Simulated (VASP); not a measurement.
# ZnO (P6_3mc) in VASP: notebook

The runs below take ZnO through single point, with PBE.

Everything below comes from runs of VASP 6.6.1. Logs are shortened: lines on timing, memory, paths and dates and some standing lists are left out, and cuts for length are marked.

## (1) The cell of the first run

The structure is hexagonal, space group P6_3mc (No. 186). Conventional cell: a = 3.301 Å, b = 3.301 Å, c = 5.187 Å, α = 90.00°, β = 90.00°, γ = 120.00°. Zn (site symmetry 3m) has 4 O at 2.00 Å within 2.6 Å. Within 2.6 Å of O (site symmetry 3m) lie 4 Zn at 2.00 Å.

## (2) Single point, PBE (uniaxial strain along c: -2.0 %, then relaxed in part)

Input file INCAR:

```
SYSTEM = ZnO
ALGO = Normal ; EDIFF = 1E-6
ENCUT = 520 ; GGA = PE
ISIF = 2 ; ISMEAR = 0
LASPH = .True. ; LCHARG = .True.
LELF = .True. ; LREAL = .False.
LVHAR = .True. ; LWAVE = .False.
NBANDS = 26 ; NELM = 100
PREC = Accurate ; SIGMA = 0.02
```

Input file KPOINTS:

```
k-points
0
Gamma
  12 12 6
  0 0 0
```

Input file POSCAR:

```
ZnO
1.0
    3.3005318544      0.0000000000      0.0000000000
   -1.6502659272      2.8583444319      0.0000000000
    0.0000000000      0.0000000000      5.1873685015
Zn O
2 2
Direct
    0.6666666683      0.3333333317      0.4971925599
    0.3333333317      0.6666666683     -0.0028074401
    0.6666666656      0.3333333344      0.8831174401
    0.3333333344      0.6666666656      0.3831174401
```

Potentials or basis: VASP PAW PBE potentials, release 64 (Zn, O).

On the command line:

```sh
> cat potpaw_PBE.64/Zn/POTCAR potpaw_PBE.64/O/POTCAR > POTCAR
> mpirun -np 1 vasp_std > vasp.out
```

OUTCAR:

```text
SYSTEM = ZnO
   EDIFF = 1E-6
   ENCUT = 520
   GGA = PE
   ISIF = 2
   ISMEAR = 0
   LASPH = .True.
   LREAL = .False.
   NELM = 100
   PREC = Accurate

 ion  position               nearest neighbor table
   1  0.667  0.333  0.497-   4 2.00   4 2.00   4 2.00   3 2.00
   2  0.333  0.667  0.997-   3 2.00   3 2.00   3 2.00   4 2.00
   3  0.667  0.333  0.883-   2 2.00   2 2.00   2 2.00   1 2.00
   4  0.333  0.667  0.383-   1 2.00   1 2.00   1 2.00   2 2.00

  LATTYP: Found a hexagonal cell.
 ALAT       =     3.3005318544
 C/A-ratio  =     1.5716765450

  Lattice vectors:

 A1 = (   3.3005318544,   0.0000000000,   0.0000000000)
 A2 = (  -1.6502659272,   2.8583444319,   0.0000000000)
 A3 = (   0.0000000000,   0.0000000000,   5.1873685015)

Analysis of symmetry for initial positions (statically):
=====================================================================
 Subroutine PRICEL returns:
 Original cell was already a primitive cell.

 Routine SETGRP: Setting up the symmetry group for a
 hexagonal supercell.

 Subroutine GETGRP returns: Found 12 space group operations
 (whereof  6 operations were pure point group operations)
 out of a pool of 24 trial point group operations.

The static configuration has the point symmetry C_3v.
 The point group associated with its full space group is C_6v.

Analysis of symmetry for dynamics (positions and initial velocities):
=====================================================================
 Subroutine PRICEL returns:
 Original cell was already a primitive cell.

 Routine SETGRP: Setting up the symmetry group for a
 hexagonal supercell.

 Subroutine GETGRP returns: Found 12 space group operations
 (whereof  6 operations were pure point group operations)
 out of a pool of 24 trial point group operations.

The dynamic configuration has the point symmetry C_3v.
 The point group associated with its full space group is C_6v.

 Subroutine INISYM returns: Found 12 space group operations
 (whereof  6 operations are pure point group operations),
 and found     1 'primitive' translations

----------------------------------------------------------------------------------------

                                     Primitive cell

  volume of cell :      48.9379

  direct lattice vectors                    reciprocal lattice vectors
     3.300531854  0.000000000  0.000000000     0.302981472  0.174926434  0.000000000
    -1.650265927  2.858344432  0.000000000     0.000000000  0.349852869  0.000000000
     0.000000000  0.000000000  5.187368501     0.000000000  0.000000000  0.192775971

  length of vectors
     3.300531854  3.300531854  5.187368501     0.349852869  0.349852869  0.192775971

  position of ions in fractional coordinates (direct lattice)
     0.666666668  0.333333332  0.497192560
     0.333333332  0.666666668  0.997192560
     0.666666666  0.333333334  0.883117440
     0.333333334  0.666666666  0.383117440

  ion indices of the primitive-cell ions
   primitive index   ion index
                 1           1
                 2           2
                 3           3
                 4           4

----------------------------------------------------------------------------------------

 KPOINTS: k-points

Automatic generation of k-mesh.
 Grid dimensions read from file:
 generate k-points for:   12   12    6

 Generating k-lattice:

  Cartesian coordinates                     Fractional coordinates (reciprocal lattice)
     0.025248456  0.014577203  0.000000000     0.083333333  0.000000000  0.000000000
     0.000000000  0.029154406  0.000000000     0.000000000  0.083333333  0.000000000
     0.000000000  0.000000000  0.032129329     0.000000000  0.000000000  0.166666667

  Length of vectors
     0.029154406  0.029154406  0.032129329

  Shift w.r.t. Gamma in fractional coordinates (k-lattice)
     0.000000000  0.000000000  0.000000000

 Subroutine IBZKPT returns following result:
 ===========================================

 Found     76 irreducible k-points:

 Following reciprocal coordinates:
            Coordinates               Weight
  0.000000  0.000000  0.000000      1.000000
  0.083333  0.000000  0.000000      6.000000
  0.166667  0.000000  0.000000      6.000000
  0.250000  0.000000  0.000000      6.000000
  0.333333  0.000000  0.000000      6.000000
  0.416667  0.000000  0.000000      6.000000
[... 16 lines left out ...]
  0.250000  0.000000  0.166667     12.000000
  0.333333  0.000000  0.166667     12.000000
 [... further k-points ...]
   k-points           NKPTS =     76   k-points in BZ     NKDIM =     76   number of bands    NBANDS=     26
   number of dos      NEDOS =    301   number of ions     NIONS =      4
   total plane-waves  NPLWV =  31360
   dimension x,y,z NGX =    28 NGY =   28 NGZ =   40
   dimension x,y,z NGXF=    56 NGYF=   56 NGZF=   80
   ions per type =               2   2
   NGX,Y,Z   is equivalent  to a cutoff of  14.10, 14.10, 12.82 a.u.
   NGXF,Y,Z  is equivalent  to a cutoff of  28.21, 28.21, 25.64 a.u.
 SYSTEM =  ZnO
   PREC   = accura    normal or accurate (medium, high low for compatibility)
   ISTART =      0    job   : 0-new  1-cont  2-samecut
   ICHARG =      2    charge: 1-file 2-atom 10-const
   ISPIN  =      1    spin polarized calculation?
   LNONCOLLINEAR =      F non collinear calculations
   LSORBIT =      F    spin-orbit coupling
   LASPH  =      T    aspherical Exc in radial PAW
   ENCUT  =  520.0 eV  38.22 Ry    6.18 a.u.   6.14  6.14  9.65*2*pi/ulx,y,z
   NELM   =    100;   NELMIN=  2; NELMDL= -5     # of ELM steps
   EDIFF  = 0.1E-05   stopping-criterion for ELM
   LREAL  =      F    real-space projection
   EDIFFG = 0.1E-04   stopping-criterion for IOM
   NSW    =      0    number of steps for IOM
   IBRION =     -1    ionic relax: 0-MD 1-quasi-New 2-CG
   NFREE  =      0    steps in history (QN), initial steepest desc. (CG)
   ISIF   =      2    stress and relaxation
   ISYM   =      2    0-nonsym 1-usesym 2-fastsym
   POTIM  = 0.5000    time-step for ionic-motion
   TEBEG  =    0.0;   TEEND  =   0.0 temperature during run
   PSTRESS=    0.0 pullay stress
   NELECT =      36.0000    total number of electrons
   NUPDOWN=      -1.0000    fix difference up-down
   EMIN   =  10.00;   EMAX   =-10.00  energy-range for DOS
   EFERMI =   0.00;   METHOD = LEGACY
   ISMEAR =     0;   SIGMA  =   0.02  broadening in eV -4-tet -1-fermi 0-gaus
   EFERMI_NEDOS =   21; number of points for ismear=-14 and -15
   IALGO  =     38    algorithm
   IMIX   =      4    mixing-type and parameters
     AMIX     =   0.40;   BMIX     =  1.00
     AMIX_MAG =   1.60;   BMIX_MAG =  1.00
  volume/ion in A,a.u.               =      12.23        82.56
  Fermi-wavevector in a.u.,A,eV,Ry     =   1.477839  2.792711 29.715236  2.184008
  Thomas-Fermi vector in A             =   2.592194
   LORBIT       =      0    0 simple, 1 ext, 2 COOP (PROOUT), +10 PAW based schemes
   GGA     = PE    functional components
   LHFCALC =     F    Hartree Fock is set to
   AEXX    =    0.0000 exact exchange contribution
   IVDW    =     0    specifies the selected vdW correction
   LEPSILON=     F    determine dielectric tensor
   LRPA    =     F    only Hartree local field effects (RPA)
 non-spin polarized calculation
 Gauss-broadening in eV      SIGMA  =   0.02
  energy-cutoff  :      520.00
  volume of cell :       48.94
 maximum number of plane-waves:      1333
 NGX is ok and might be reduce to    28
   NGX = 13   NGY = 13   NGZ = 19

 number of electron      36.0000001 magnetization

 Free energy of the ion-electron system (eV)
  ---------------------------------------------------
  ext. energy  EPLUGINS =         0.00000000
  ---------------------------------------------------
  free energy    TOTEN  =       -17.85015720 eV

  energy without entropy =      -17.85015720  energy(sigma->0) =      -17.85015720

 E-fermi :   1.0744     XC(G=0): -10.7634

 val. band max:        0.9419568404   @ k =   0.0000   0.0000   0.0000
 cond. band min:       1.7108800741   @ k =   0.0000   0.0000   0.0000
 fundamental gap:      0.7689232337
 Fermi energy:         1.0743547431

 k-point     1 :       0.0000    0.0000    0.0000
  band No.  band energies     occupation
      1     -16.9118      2.00000
      2     -16.1987      2.00000
      3      -4.6216      2.00000
      4      -4.6216      2.00000
      5      -4.4953      2.00000
      6      -4.4524      2.00000
[... 18 lines left out ...]
     25      14.7386      0.00000
     26      15.2420      0.00000

 k-point     2 :       0.0833    0.0000    0.0000
  band No.  band energies     occupation
      1     -16.8763      2.00000
      2     -16.1841      2.00000
      3      -4.6604      2.00000
      4      -4.5987      2.00000
      5      -4.4761      2.00000
      6      -4.4525      2.00000
[... 18 lines left out ...]
     25      14.8426      0.00000
     26      15.2964      0.00000

 k-point     3 :       0.1667    0.0000    0.0000
  band No.  band energies     occupation
      1     -16.7761      2.00000
      2     -16.1455      2.00000
      3      -4.7500      2.00000
      4      -4.5378      2.00000
      5      -4.4861      2.00000
      6      -4.3974      2.00000
[... 18 lines left out ...]
     25      14.9474      0.00000
     26      14.9972      0.00000

 k-point     4 :       0.2500    0.0000    0.0000
  band No.  band energies     occupation
      1     -16.6305      2.00000
      2     -16.0977      2.00000
      3      -4.8374      2.00000
      4      -4.5116      2.00000
      5      -4.4614      2.00000
      6      -4.3025      2.00000
[... 18 lines left out ...]
     25      14.0388      0.00000
     26      14.9274      0.00000
[... 496 lines left out ...]
      1     -16.7348      2.00000
      2     -16.1886      2.00000
      3      -4.7738      2.00000
      4      -4.5740      2.00000
      5      -4.5306      2.00000
      6      -4.4282      2.00000
[... 18 lines left out ...]
     25      14.1747      0.00000
     26      14.7715      0.00000

 k-point    23 :       0.2500    0.0000    0.1667
  band No.  band energies     occupation
      1     -16.5947      2.00000
      2     -16.1330      2.00000
      3      -4.8649      2.00000
      4      -4.6031      2.00000
      5      -4.4501      2.00000
      6      -4.3332      2.00000
[... 18 lines left out ...]
     25      14.0346      0.00000
     26      14.7711      0.00000

 k-point    24 :       0.3333    0.0000    0.1667
  band No.  band energies     occupation
      1     -16.4412      2.00000
      2     -16.0865      2.00000
      3      -4.9039      2.00000
      4      -4.6321      2.00000
      5      -4.3798      2.00000
      6      -4.2203      2.00000
[... 18 lines left out ...]
     25      14.2135      0.00000
     26      14.7001      0.00000

 [... further k-points ...]
[... 5 lines left out ...]
  --------------------------------------------------------------------------------------
  -------------------------------------------------------------------------------------
  Total        0.2870135      0.2870135      1.1057397      0.0000000     -0.0000000      0.0000000
  in kB        9.3965274      9.3965274     36.2007757      0.0000000     -0.0000000      0.0000000
  external PRESSURE =      18.3312769 kB  Pullay stress =       0.0000000 kB

 VOLUME and BASIS-vectors are now :
 -----------------------------------------------------------------------------
  energy-cutoff  :      520.00
  volume of cell :       48.94
      direct lattice vectors                 reciprocal lattice vectors
     3.300531854  0.000000000  0.000000000     0.302981472  0.174926434  0.000000000
    -1.650265927  2.858344432  0.000000000     0.000000000  0.349852869  0.000000000
     0.000000000  0.000000000  5.187368501     0.000000000  0.000000000  0.192775971

 POSITION                                       TOTAL-FORCE (eV/Angst)
 -----------------------------------------------------------------------------------
      1.65027      0.95278      2.57912        -0.000000      0.000000     -0.004549
     -0.00000      1.90556      5.17281         0.000000     -0.000000     -0.004549
      1.65027      0.95278      4.58106         0.000000      0.000000      0.004549
      0.00000      1.90556      1.98737        -0.000000      0.000000      0.004549
 -----------------------------------------------------------------------------------
    total drift:                               -0.000008      0.000004     -0.001847

  FREE ENERGIE OF THE ION-ELECTRON SYSTEM (eV)
  ---------------------------------------------------
  free  energy   TOTEN  =       -17.8501571972 eV

  energy  without entropy=      -17.8501571972  energy(sigma->0) =      -17.85015720
```

It took 45 s on 1 thread of Intel Xeon 6975P-C (Granite Rapids), shared host; peak memory 0.22 GiB.

Results:

```
Free energy            : -17.8502 eV
Pressure               : 1.8 GPa
Largest force          : 0.005 eV/Å
Band gap on the k mesh : 0.77 eV, direct
```

Forces in eV/Å, atoms in the order of the input:
```
Zn   0.000  0.000 -0.005
Zn   0.000  0.000 -0.005
O    0.000  0.000  0.005
O    0.000  0.000  0.005
```

Caveat: the cell differs from its parent crystal (uniaxial strain along c: -2.0 %, then relaxed in part).

(Continued in part 2 of 2.)
